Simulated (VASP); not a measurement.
A run of VASP 6.6.1:

Contents of INCAR:

```
SYSTEM = K
PREC = Accurate
ENCUT = 500
EDIFF = 1E-6
ISMEAR = 0
SIGMA = 0.1
LREAL = .False.
LASPH = .True.
NELM = 200
ALGO = Normal
ISIF = 2
LWAVE = .False.
LCHARG = .True.
MAGMOM = 0 0 0 0 0 0
LORBIT = 11
LSORBIT = .True.
GGA_COMPAT = .False.
LORBMOM = .True.
GGA = RP
IVDW = 13
LVHAR = .True.
NBANDS = 30
```

Contents of KPOINTS:

```
Automatic mesh
0
Gamma
  1 1 1
  0 0 0
```

Contents of POSCAR:

```
K
1.0
    2.1708437296     -3.6041285728      0.0000000000
    2.1708437296      3.6041285728      0.0000000000
    0.0000000000      0.0000000000      6.9558878654
K
2
Direct
    0.8206130200      0.1793869800      0.2500000000
    0.1793869800      0.8206130200      0.7500000000
```

Potentials or basis: VASP PAW PBE potentials, release 64 (K_sv).

Command:

```sh
$ cat potpaw_PBE.64/K_sv/POTCAR > POTCAR
$ mpirun -np 1 vasp_ncl > vasp.out
```

Hardware: 1 thread of AMD EPYC 7R43 64-Core Processor (Zen 3), with other jobs on the host.

**Question.** How long does it take, and how much memory?

**Answer.** Wall time 37 s on 1 thread of AMD EPYC 7R43 64-Core Processor (Zen 3), with other jobs on the host, peak memory 0.36 GiB. Counts: scf iterations 11, k points 1.
